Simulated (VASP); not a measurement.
# RbYP: single point with PBE

Crystal: RbYP.

```
CELL_PARAMETERS angstrom
4.59557 0.00000 0.00000
0.00000 5.18167 0.00000
0.00000 0.00000 6.82086
ATOMIC_POSITIONS crystal
Rb 0.50000 0.00000 0.50000
Y 0.00000 0.00000 0.00000
P 0.00000 0.50000 0.00000
```

The cell was built from a structure type or drawn by symmetry, and may not be a known phase.

```yaml
Program: VASP 6.6.1
Task: single point
Functional: PBE
Potentials_or_basis: VASP PAW PBE potentials, release 64 (Rb_sv, Y_sv, P)
Cutoff: 520 eV
k_mesh: 4 × 4 × 4
Occupations: gaussian, width 0.1 eV
Spin: no spin polarisation
Dipole_correction: no
Further_INCAR_settings: ALGO = Normal; EDIFF = 1e-06; NBANDS = 20
```

* Pressure: 0.0 GPa
* Band gap on the k mesh: zero (an odd number of electrons rules out a gap without spin polarisation)

Levels at points of the mesh, in eV from the Fermi level:
| k point | band 8 | band 9 | band 10 | band 11 | band 12 | band 13 | band 14 | band 15 | band 16 | band 17 |
| --- | --- | --- | --- | --- | --- | --- | --- | --- | --- | --- |
| (0.00, 0.00, 0.00) | -12.63 | -8.83 | -1.45 | -0.88 | -0.26 | 0.23 | 0.25 | 1.31 | 1.58 | 2.02 |
| (0.50, 0.00, 0.00) | -12.62 | -8.71 | -1.44 | -0.66 | -0.05 | 0.25 | 0.91 | 1.26 | 1.56 | 2.15 |
| (0.00, 0.50, 0.00) | -12.66 | -8.10 | -2.95 | -1.49 | -0.86 | -0.61 | 0.50 | 1.66 | 2.08 | 2.39 |
| (0.50, 0.50, 0.00) | -12.65 | -7.98 | -2.63 | -1.68 | -1.23 | 0.58 | 0.82 | 1.11 | 2.07 | 2.30 |
| (0.00, 0.00, 0.50) | -12.63 | -8.82 | -1.59 | -0.59 | -0.27 | 0.24 | 1.07 | 1.31 | 1.35 | 1.84 |
| (0.50, 0.00, 0.50) | -12.62 | -8.71 | -1.26 | -0.79 | -0.02 | 0.20 | 0.26 | 1.20 | 1.39 | 2.81 |
| (0.00, 0.50, 0.50) | -12.66 | -8.10 | -2.85 | -1.58 | -0.60 | -0.24 | 0.20 | 1.21 | 1.92 | 2.92 |
| (0.50, 0.50, 0.50) | -12.65 | -7.98 | -2.64 | -1.70 | -1.39 | 0.44 | 0.52 | 1.53 | 2.13 | 2.87 |

It took 59 s on 1 thread of AMD EPYC 9R45 (Zen 5), on a shared host, peak memory 0.29 GiB.
